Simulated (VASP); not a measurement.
# NaF (Fm-3m) in VASP: a series of runs, part 2 of 2

VASP 6.6.1. Earlier steps stand in the parts before.

## (3) Single point, PBEsol (strain -0.025 along x and y, -0.025 along z)

The input, INCAR:

```
ALGO     = Normal         # electronic algorithm
EDIFF    = 1E-7           # SCF threshold, eV
ENCUT    = 520            # plane-wave cutoff, eV
GGA      = PS             # functional
ISIF     = 2              # what is computed and relaxed
ISMEAR   = 0              # smearing method
LASPH    = True           # aspherical terms in the spheres
LCHARG   = False          # write CHGCAR
LREAL    = False          # projectors in reciprocal space
LWAVE    = False          # write WAVECAR
NBANDS   = 14             # bands
NELM     = 80             # most SCF steps
PREC     = Accurate       # precision mode
SIGMA    = 0.05           # smearing width, eV
```

The input, KPOINTS:

```
k-points
0
Gamma
  8 8 8
```

The input, POSCAR:

```
NaF
1.0
    0.0000000000      2.2652175000      2.2652175000
    2.2652175000      0.0000000000      2.2652175000
    2.2652175000      2.2652175000      0.0000000000
Na F
1 1
Direct
    0.0000000000      0.0000000000      0.0000000000
    0.5000000000      0.5000000000      0.5000000000
```

Potentials or basis: VASP PAW PBE potentials, release 64 (Na_pv, F).

Run with:

```bash
cat potpaw_PBE.64/Na_pv/POTCAR potpaw_PBE.64/F/POTCAR > POTCAR
mpirun -np 1 vasp_std > vasp.out
```

OUTCAR:

```text
EDIFF = 1E-7
   ENCUT = 520
   GGA = PS
   ISIF = 2
   ISMEAR = 0
   LASPH = True
   LREAL = False
   NELM = 80
   PREC = Accurate

 ion  position               nearest neighbor table
   1  0.000  0.000  0.000-   2 2.27   2 2.27   2 2.27   2 2.27   2 2.27   2 2.27
   2  0.500  0.500  0.500-   1 2.27   1 2.27   1 2.27   1 2.27   1 2.27   1 2.27

  LATTYP: Found a face centered cubic cell.
 ALAT       =     4.5304350000

  Lattice vectors:

 A1 = (   0.0000000000,   2.2652175000,   2.2652175000)
 A2 = (   2.2652175000,   0.0000000000,   2.2652175000)
[... 586 lines left out ...]
     11      17.7748      0.00000
     12      20.9368      0.00000
     13      22.0668      0.00000
     14      27.1214      0.00000

 [... further k-points ...]
[... 5 lines left out ...]
  --------------------------------------------------------------------------------------
  -------------------------------------------------------------------------------------
  Total        0.5383184      0.5383184      0.5383184      0.0000000      0.0000000      0.0000000
  in kB       37.1013802     37.1013802     37.1013802      0.0000000      0.0000000      0.0000000
  external PRESSURE =      37.1013802 kB  Pullay stress =       0.0000000 kB

 VOLUME and BASIS-vectors are now :
 -----------------------------------------------------------------------------
  energy-cutoff  :      520.00
  volume of cell :       23.25
      direct lattice vectors                 reciprocal lattice vectors
     0.000000000  2.265217500  2.265217500    -0.220729356  0.220729356  0.220729356
     2.265217500  0.000000000  2.265217500     0.220729356 -0.220729356  0.220729356
     2.265217500  2.265217500  0.000000000     0.220729356  0.220729356 -0.220729356

 POSITION                                       TOTAL-FORCE (eV/Angst)
 -----------------------------------------------------------------------------------
      0.00000      0.00000      0.00000         0.000000     -0.000000      0.000000
      2.26522      2.26522      2.26522        -0.000000      0.000000     -0.000000
 -----------------------------------------------------------------------------------
    total drift:                                0.000000     -0.000000      0.000000

  FREE ENERGIE OF THE ION-ELECTRON SYSTEM (eV)
  ---------------------------------------------------
  free  energy   TOTEN  =        -8.7492904889 eV

  energy  without entropy=       -8.7492904889  energy(sigma->0) =       -8.74929049
```

OSZICAR:

```text
N       E                     dE             d eps       ncg     rms          rms(c)
DAV:   1     0.108235889297E+03    0.10824E+03   -0.76768E+03   812   0.123E+03
DAV:   2    -0.423156729641E+01   -0.11247E+03   -0.10388E+03   884   0.347E+02
DAV:   3    -0.947399370751E+01   -0.52424E+01   -0.52322E+01  1040   0.688E+01
DAV:   4    -0.951274246347E+01   -0.38749E-01   -0.38747E-01   890   0.633E+00
DAV:   5    -0.951309872878E+01   -0.35627E-03   -0.35626E-03  1034   0.613E-01    0.492E+00
DAV:   6    -0.876372655870E+01    0.74937E+00   -0.24853E+00   978   0.150E+01    0.175E+00
DAV:   7    -0.875076982648E+01    0.12957E-01   -0.28569E-02   866   0.209E+00    0.102E+00
DAV:   8    -0.874898410676E+01    0.17857E-02   -0.23016E-02   902   0.313E+00    0.144E-01
DAV:   9    -0.874940798530E+01   -0.42388E-03   -0.39109E-03   974   0.604E-01    0.112E-01
DAV:  10    -0.874928608165E+01    0.12190E-03   -0.71970E-04   908   0.327E-01    0.780E-03
DAV:  11    -0.874929039329E+01   -0.43116E-05   -0.28788E-05   950   0.102E-01    0.599E-03
DAV:  12    -0.874929051284E+01   -0.11955E-06   -0.29932E-06   950   0.208E-02    0.260E-03
DAV:  13    -0.874929048893E+01    0.23906E-07   -0.36839E-07   920   0.548E-03
   1 F= -.87492905E+01 E0= -.87492905E+01  d E =-.768314E-12
```

stdout:

```text
POSCAR found type information on POSCAR NaF
 POSCAR found :  2 types and       2 ions
 scaLAPACK will be used
 -----------------------------------------------------------------------------
|                                                                             |
|                                                                             |
|     You enforced a specific xc type in the INCAR file but a different       |
|     I HOPE YOU KNOW WHAT YOU ARE DOING!                                     |
|                                                                             |
 -----------------------------------------------------------------------------

 LDA part: xc-table for (Slater+PW92), standard interpolation
 POSCAR, INCAR and KPOINTS ok, starting setup
 FFT: planning ... GRIDC
 FFT: planning ... GRID_SOFT
 FFT: planning ... GRID
 WAVECAR not read
 entering main loop
```

Run time: 4.1 s. Hardware: 1 thread of Intel Xeon Platinum 8375C at 2.90GHz (Ice Lake), shared host; peak memory 0.13 GiB.

Results:

* Free energy: -8.7493 eV
* Pressure: 3.7 GPa
* Band gap on the k mesh: 6.53 eV, direct

Levels at points of the mesh, in eV from the valence-band top:
```
           k point  band 3  band 4  band 5  band 6  band 7  band 8  band 9  band 10  band 11  band 12
(0.00, 0.00, 0.00)  -18.57  -18.57    0.00    0.00    0.00    6.53   19.32    19.32    19.32    22.14
(0.50, 0.00, 0.00)  -18.59  -17.82   -1.78   -0.30   -0.30   11.02   12.91    20.71    20.71    23.62
(0.50, 0.50, 0.00)  -18.64  -18.64   -1.41   -0.44   -0.44   13.31   13.54    14.20    20.53    20.53
```

Caveat: the cell differs from its parent crystal (strain -0.025 along x and y, -0.025 along z); the PAW data sets were made with another functional, which shifts forces and pressure a little.
